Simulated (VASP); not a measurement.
Wanted: the native input for a VASP 6.6.1 run.

* Task: single point
* Functional: PBE
* Potentials or basis: VASP PAW PBE potentials, release 64 (Si, C)
* Cutoff: 520 eV
* k mesh: 1 × 1 × 1
* Occupations: gaussian, width 0.05 eV
* Spin: collinear spin, zero start
* Starting moments: [0.0, 0.0, 0.0, 0.0, 0.0, 0.0, 0.0, 0.0, 0.0, 0.0, 0.0, 0.0, 0.0, 0.0, 0.0, 0.0, 0.0] μB
* Dipole correction: no
* Further INCAR settings: LREAL = Auto; ALGO = Normal; EDIFF = 1e-06; NBANDS = 52

The structure of Si16C (a cell with a defect) lies in POSCAR:

```
Si16C
1.0
    0.0000000000      5.4300000000      5.4300000000
    5.4300000000      0.0000000000      5.4300000000
    5.4300000000      5.4300000000      0.0000000000
Si C
16 1
Direct
   -0.0008582873      0.0001586556      0.0170485267
    0.1488307551      0.1275578269      0.1136500921
    0.0413295580     -0.0236470534      0.4874004604
    0.0683429098      0.1429624309      0.6510826888
    0.0093324125      0.5021939227     -0.0076957643
    0.1315217311      0.6275209945      0.1194174954
   -0.0241701657      0.5164637201      0.4936802947
    0.1338722836      0.6073789134      0.6193013812
    0.5226717311      0.0236192449     -0.0027306630
    0.6350000921      0.1676621547      0.1479916206
    0.4308272560     -0.0037836096      0.5576622468
    0.6790081952      0.1144221915      0.6143610497
    0.5046502762      0.5352362799     -0.0370127072
    0.6369497238      0.6520615101      0.0908220994
    0.4997758748      0.4687677716      0.4520791897
    0.5999057090      0.6367788214      0.5923604052
    0.5515170350      0.2068431860      0.4087726519
```

The input as run:

INCAR

```
PREC = Accurate ; ENCUT = 520
EDIFF = 1E-6 ; ISMEAR = 0
SIGMA = 0.05 ; LREAL = Auto
LASPH = T ; NELM = 150
ALGO = Normal ; ISIF = 2
LWAVE = F ; LCHARG = F
ISPIN = 2 ; MAGMOM = 0 0 0 0 0 0 0 0 0 0 0 0 0 0 0 0 0
LORBIT = 11 ; GGA = PE
NBANDS = 52
```

KPOINTS

```
regular mesh
0
Gamma
  1 1 1
```

Potentials or basis: VASP PAW PBE potentials, release 64 (Si, C).

Command:

```sh
$ cat potpaw_PBE.64/Si/POTCAR potpaw_PBE.64/C/POTCAR > POTCAR
$ mpirun -np 1 vasp_gam > vasp.out
```

Results of the run:

```
Pressure                                              : 6.6 GPa
Largest force                                         : 1.277 eV/Å
Net moment                                            : 0.00 μB per cell
Valence electrons inside the program's atomic spheres : Si 1.70, 1.72, 1.73, 1.71, 1.66, 1.67, 1.65 (each value once); C 2.45
```

Caveat: the k points lie up to 1.00 Å⁻¹ apart, too coarse for converged energies, forces and pressures.

It took 4.3 min on 1 thread of Intel Xeon 8259CL (shared host), peak memory 0.6 GiB.
